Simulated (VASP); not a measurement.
Write the native input for VASP 6.6.1 that does the following.

```
Task                   : single point
Functional             : r2SCAN
Potentials or basis    : VASP PAW PBE potentials, release 64 (Zn, S)
Cutoff                 : 520 eV
k mesh                 : 8 × 8 × 8
Occupations            : gaussian, width 0.05 eV
Spin                   : no spin polarisation
Dipole correction      : no
Further INCAR settings : ALGO = Normal; EDIFF = 1e-06; NBANDS = 16
```

The system is ZnS.

```
Zn S
1.0
     0.00000    2.69451    2.69451
     2.69451    0.00000    2.69451
     2.69451    2.69451    0.00000
Zn S
1 1
Direct
  0.00000 0.00000 0.00000
  0.75000 0.75000 0.59255
```

This cell differs from its parent crystal: atom 2 (S) moved by (-0.600, +0.000) A along [1 1 0] and z.

The input as run:

POSCAR

```
ZnS
1.0
    0.0000000000      2.6945131952      2.6945131952
    2.6945131952      0.0000000000      2.6945131952
    2.6945131952      2.6945131952      0.0000000000
Zn S
1 1
Direct
    0.0000000000      0.0000000000      0.0000000000
    0.7500000000      0.7500000000      0.5925451880
```

INCAR.step1

```
SYSTEM = ZnS
PREC = Accurate
ENCUT = 520
ISMEAR = 0
SIGMA = 0.05
LREAL = .False.
LASPH = .True.
NELM = 80
NBANDS = 16
GGA = PE
ALGO = Normal
EDIFF = 1E-4
LWAVE = .True.
LCHARG = .False.
```

INCAR.step2

```
SYSTEM = ZnS
PREC = Accurate
ENCUT = 520
EDIFF = 1E-6
ISMEAR = 0
SIGMA = 0.05
LREAL = .False.
LASPH = .True.
NELM = 80
ALGO = Normal
ISIF = 2
LWAVE = .False.
LCHARG = .False.
METAGGA = R2SCAN
LMIXTAU = .True.
NBANDS = 16
ISTART = 1
```

KPOINTS

```
Automatic mesh
0
Gamma
  8 8 8
  0 0 0
```

Potentials or basis: VASP PAW PBE potentials, release 64 (Zn, S).

The run is started by

```console
$ cat potpaw_PBE.64/Zn/POTCAR potpaw_PBE.64/S/POTCAR > POTCAR
$ cp INCAR.step1 INCAR
$ mpirun -np 1 vasp_std > vasp.out
$ cp INCAR.step2 INCAR
$ mpirun -np 1 vasp_std > vasp.out
```

It gave:

* Pressure: 14.9 GPa
* Largest force: 7.812 eV/Å
* Band gap on the k mesh: 2.51 eV, direct

Caveat: the cell differs from its parent crystal (atom 2 (S) moved by (-0.600, +0.000) A along [1 1 0] and z); the PAW data sets were made with another functional, which shifts forces and pressure a little.

Run time: 2.7 min on 1 thread of Intel(R) Xeon(R) 6975P-C (Granite Rapids), with other jobs on the host, peak memory 0.22 GiB.
